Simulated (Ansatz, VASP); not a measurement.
SnO2 in VASP and in Ansatz

File INCAR:

```
SYSTEM = SnO2
ALGO = Normal
EDIFF = 1E-6
ENCUT = 520
ISIF = 2
ISMEAR = 0
LASPH = .TRUE.
LCHARG = .TRUE.
LELF = .TRUE.
LREAL = .FALSE.
LVHAR = .TRUE.
LWAVE = .FALSE.
NBANDS = 64
NELM = 100
PREC = Accurate
SIGMA = 0.02
```

Contents of KPOINTS:

```
k-points
0
G
  6 6 6
  0 0 0
```

The input POSCAR:

```
SnO2
1.0
    4.6456806922      0.0000000000      0.0000000000
    0.0000000000      5.5882304988      0.0000000000
    0.0000000000      0.0000000000      5.1257659509
Sn O
4 8
Direct
    0.5000000000      0.6714278854      0.7500000000
    0.0000000000      0.8285721146      0.2500000000
    0.5000000000      0.3285721146      0.2500000000
    0.0000000000      0.1714278854      0.7500000000
    0.7345448422      0.5996553807      0.0749693619
    0.2345448422      0.9003446193      0.9250306381
    0.7654551578      0.9003446193      0.5749693619
    0.2654551578      0.5996553807      0.4250306381
    0.7345448422      0.4003446193      0.5749693619
    0.2345448422      0.0996553807      0.4250306381
    0.7654551578      0.0996553807      0.0749693619
    0.2654551578      0.4003446193      0.9250306381
```

Input for Ansatz:

```yaml
crystal:
  lattice:
    - [4.6456806922, 0.0, 0.0]
    - [0.0, 5.5882304988, 0.0]
    - [0.0, 0.0, 5.1257659509]
  atoms:
    - { symbol: Sn, position: [0.5, 0.6714278854, 0.75] }
    - { symbol: Sn, position: [0.0, 0.8285721146, 0.25] }
    - { symbol: Sn, position: [0.5, 0.3285721146, 0.25] }
    - { symbol: Sn, position: [0.0, 0.1714278854, 0.75] }
    - { symbol: O, position: [0.7345448422, 0.5996553807, 0.0749693619] }
    - { symbol: O, position: [0.2345448422, 0.9003446193, 0.9250306381] }
    - { symbol: O, position: [0.7654551578, 0.9003446193, 0.5749693619] }
    - { symbol: O, position: [0.2654551578, 0.5996553807, 0.4250306381] }
    - { symbol: O, position: [0.7345448422, 0.4003446193, 0.5749693619] }
    - { symbol: O, position: [0.2345448422, 0.0996553807, 0.4250306381] }
    - { symbol: O, position: [0.7654551578, 0.0996553807, 0.0749693619] }
    - { symbol: O, position: [0.2654551578, 0.4003446193, 0.9250306381] }
basis:
  ecutwfc: 420
kpoints:
  mp_grid: { grid: [6, 6, 6] }
  band_path: { path: [VBM, CBM], npoints: 2 }
hamiltonian:
  xc: lda
scf:
  occupations: { method: gaussian, width: 0.02 }
output:
  forces: true
  stress: true
  eigenvalues: true
checkpoint:
  read: start.run
  write: ck
  compress: false
  write_wavefunctions: false
  write_every: 100000
```

Alike in both runs: task single point; functional LDA; k mesh 6 × 6 × 6; occupations gaussian, width 0.02 eV; no spin polarisation.

|  | VASP | Ansatz |
| --- | --- | --- |
| version | VASP 6.6.1 | Ansatz 0.2.0 |
| potentials or method | VASP PAW LDA potentials, release 64 (Sn_d, O), cutoff 520 eV | scalar-relativistic, plane waves, PAW |
| valence electrons in the cell | 104 | 104 |

```csv
,VASP,Ansatz,Ansatz less VASP
gap on the k mesh at the Fermi level (eV),2.02,1.98,-0.035
least direct gap on the mesh (eV),2.02,1.98,-0.035
pressure (GPa),11.3,10.0,-1.28
"traceless stress, the component that is largest in VASP (GPa)",0.12,-0.01,-0.126
rms of the force components (eV/Å),0.012,0.001,-0.0115
```

LDA's correlation is that of Perdew and Zunger in VASP and of Perdew and Wang (1992) in Ansatz. Atom by atom the forces differ by 0.012 eV/Å (rms over components).
